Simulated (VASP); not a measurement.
## Ag3Os: single point with PBE

Ag3Os:

```
Ag Os
1.0
     4.06122    0.00000    0.00000
     0.00000    4.06122    0.00000
     0.00000    0.00000    4.06122
Ag Os
3 1
Cartesian
  0.0000 2.0306 2.0306
  2.0306 0.0000 2.0306
  2.0306 2.0306 0.0000
  0.0000 0.0000 0.0000
```

```
Program                : VASP 6.6.1
Task                   : single point
Functional             : PBE
Potentials or basis    : VASP PAW PBE potentials, release 64 (Ag, Os)
Cutoff                 : 520 eV
k mesh                 : 12 × 12 × 12
Occupations            : gaussian, width 0.1 eV
Spin                   : no spin polarisation
Dipole correction      : no
Further INCAR settings : ALGO = Fast; EDIFF = 1e-07; NBANDS = 28
```

```
Pressure               : -0.2 GPa
Band gap on the k mesh : zero (an odd number of electrons rules out a gap without spin polarisation)
```

Levels at points of the mesh, in eV from the Fermi level:
```tsv
k point	band 18	band 19	band 20	band 21	band 22	band 23	band 24	band 25
(0.00, 0.00, 0.00)	-0.01	0.88	0.88	0.88	2.23	2.23	2.23	7.36
(0.50, 0.00, 0.00)	-0.98	-0.98	-0.51	-0.18	0.80	6.85	6.85	7.46
(0.50, 0.50, 0.00)	-0.66	-0.66	-0.16	0.02	0.02	1.44	2.65	9.85
(0.50, 0.50, 0.50)	-0.40	0.04	0.22	0.22	0.22	0.56	0.56	3.93
```

Wall time 4.1 min on 1 thread of Intel Xeon 8259CL (shared host), peak memory 0.27 GiB.

Caveat: spin-orbit coupling is left out, which moves the levels of the heavy elements.
